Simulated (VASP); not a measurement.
A run of VASP 6.6.1:

INCAR

```
PREC = Accurate
ENCUT = 500
EDIFF = 1E-6
ISMEAR = 0
SIGMA = 0.05
LREAL = False
LASPH = True
NELM = 120
ALGO = Normal
ISIF = 2
LWAVE = False
LCHARG = True
GGA = PE
IVDW = 12
LELF = True
LVHAR = True
NBANDS = 15
GGA_COMPAT = False
```

KPOINTS

```
Automatic mesh
0
Gamma
  6 6 6
```

Contents of POSCAR:

```
SrTe
1.0
    0.0000000000      3.2349999084      3.2349999084
    3.2349999084      0.0000000000      3.2349999084
    3.2349999084      3.2349999084      0.0000000000
Sr Te
1 1
Direct
    0.5000000000      0.5000000000      0.5000000000
    0.0000000000      0.0000000000      0.0000000000
```

Potentials or basis: VASP PAW PBE potentials, release 64 (Sr_sv, Te).

Command:

```console
$ cat potpaw_PBE.64/Sr_sv/POTCAR potpaw_PBE.64/Te/POTCAR > POTCAR
$ mpirun -np 1 vasp_std > vasp.out
```

Hardware: 1 thread of Intel Xeon 8259CL (shared host).

Task: Estimate the wall time of this run.

Result: It took 18 s on 1 thread of Intel Xeon 8259CL, on a shared host, peak memory 0.21 GiB. Counts: scf iterations 12, k points 16.
